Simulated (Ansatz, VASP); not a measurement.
# In in VASP and in Ansatz

```xyz
4
Lattice="3.3355 0.0000 0.0000 -1.6677 2.8886 0.0000 0.0000 0.0000 23.2637" Properties=species:S:1:pos:R:3 pbc="T T T"
In    1.6677    0.9629    7.5000
In    0.0000    1.9257   10.2546
In    1.6677    0.9629   13.0091
In    0.0000    1.9257   15.7637
```

Alike in both runs: functional PBE; k mesh 9 × 9 × 1; occupations fermi-dirac, width 0.05 eV; no spin polarisation.

|  | VASP | Ansatz |
| --- | --- | --- |
| version | VASP 6.6.1 | Ansatz 0.2.0 |
| potentials or method | VASP PAW PBE potentials, release 64 (In_d), cutoff 520 eV | all-electron LAPW, scalar-relativistic |
| task | single point | projected density of states |

|  | VASP | Ansatz | Ansatz less VASP |
| --- | --- | --- | --- |
| gap on the k mesh at the Fermi level (eV) | none | none | - |
| rms of the force components (eV/Å) | 0.060 | 0.060 | -0.0003 |

Atom by atom the forces differ by 0.001 eV/Å (rms over components). A gap of «none» marks a metal or a gap that the smearing closes. Ansatz ran all-electron here, and VASP with PAW potentials.
